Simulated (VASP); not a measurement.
CuI:

```
I Cu
1.0
     4.09020    0.00000    0.00000
     0.00000    4.09020    0.00000
     0.00000    0.00000    6.55146
I Cu
2 2
Direct
  0.00000 0.50000 0.74303
  0.50000 0.00000 0.25697
  0.00000 0.00000 0.00000
  0.50000 0.50000 0.00000
```

```yaml
Program: VASP 6.6.1
Task: relaxation of cell and atoms
Functional: PBEsol
Potentials_or_basis: VASP PAW PBE potentials, release 64 (I, Cu)
Cutoff: 600 eV
k_mesh: 7 × 7 × 4
Occupations: fermi-dirac, width 0.05 eV
Spin: no spin polarisation
```

At the start: pressure -1.5 GPa; volume 27.40 Å³/atom.

**Question.** Where does the relaxation end?

**Answer.** Over 60 steps the energy falls by 5.5 meV/atom and the volume is 26.03 Å³/atom (-5.0 %); space group P4/nmm (No. 129, to 0.1 Å) before and after.

Step by step:
| step | energy change (eV) | largest force (eV/Å) | pressure (GPa) | volume (Å³) |
| --- | --- | --- | --- | --- |
| 1 | 0.0000 | 0.2144 | -1.53 | 109.60 |
| 3 | -0.0173 | 0.0977 | -0.02 | 106.49 |
| 5 | -0.0189 | 0.0732 | -0.05 | 106.29 |
| 7 | -0.0214 | 0.0106 | -0.06 | 105.38 |
| 9 | -0.0213 | 0.0015 | -0.13 | 105.25 |
| 11 | -0.0213 | 0.0212 | 0.08 | 104.96 |
| 13 | -0.0213 | 0.0077 | 0.08 | 105.16 |
| 15 | -0.0213 | 0.0045 | 0.08 | 105.20 |
| 17 | -0.0213 | 0.0049 | 0.02 | 105.20 |
| 19 | -0.0216 | 0.0082 | -0.02 | 105.18 |
| 21 | -0.0216 | 0.0175 | -0.15 | 105.07 |
| 23 | -0.0216 | 0.0355 | 0.14 | 104.83 |
| 25 | -0.0216 | 0.0226 | 0.06 | 105.01 |
| 27 | -0.0217 | 0.0175 | 0.02 | 105.00 |
| 29 | -0.0218 | 0.0126 | -0.07 | 104.72 |
| 31 | -0.0218 | 0.0109 | -0.07 | 104.74 |
| 33 | -0.0219 | 0.0072 | -0.20 | 104.47 |
| 35 | -0.0219 | 0.0032 | -0.07 | 103.91 |
| 37 | -0.0218 | 0.0091 | 0.11 | 103.61 |
| 39 | -0.0219 | 0.0047 | 0.13 | 103.85 |
| 41 | -0.0219 | 0.0077 | 0.08 | 104.00 |
| 43 | -0.0219 | 0.0173 | -0.07 | 104.10 |
| 45 | -0.0219 | 0.0104 | -0.09 | 104.03 |
| 47 | -0.0219 | 0.0085 | -0.02 | 104.01 |
| 49 | -0.0219 | 0.0152 | 0.03 | 104.10 |
| 51 | -0.0219 | 0.0185 | -0.14 | 104.15 |
| 53 | -0.0219 | 0.0158 | -0.07 | 104.10 |
| 55 | -0.0219 | 0.0161 | -0.06 | 104.14 |
| 57 | -0.0219 | 0.0142 | -0.13 | 104.14 |
| 59 | -0.0219 | 0.0123 | -0.08 | 104.13 |
| 60 | -0.0219 | 0.0017 | 0.00 | 104.11 |

Final structure:
```cif
data_structure
_symmetry_space_group_name_H-M 'P 1'
_symmetry_Int_Tables_number 1
_cell_length_a 4.0115
_cell_length_b 4.0115
_cell_length_c 6.4699
_cell_angle_alpha 90.000
_cell_angle_beta 90.000
_cell_angle_gamma 90.000
_cell_volume 104.11
loop_
_atom_site_label
_atom_site_type_symbol
_atom_site_fract_x
_atom_site_fract_y
_atom_site_fract_z
_atom_site_occupancy
I1 I 0.00000 0.50000 0.73838 1
I2 I 0.50000 0.00000 0.26162 1
Cu1 Cu 0.00000 0.00000 0.00000 1
Cu2 Cu 0.50000 0.50000 0.00000 1
```

Caveat: the PAW data sets were made with another functional, which shifts forces and pressure a little; this functional lacks dispersion, which binds layers or chains, so the pressure and a relaxed spacing across them are unreliable.
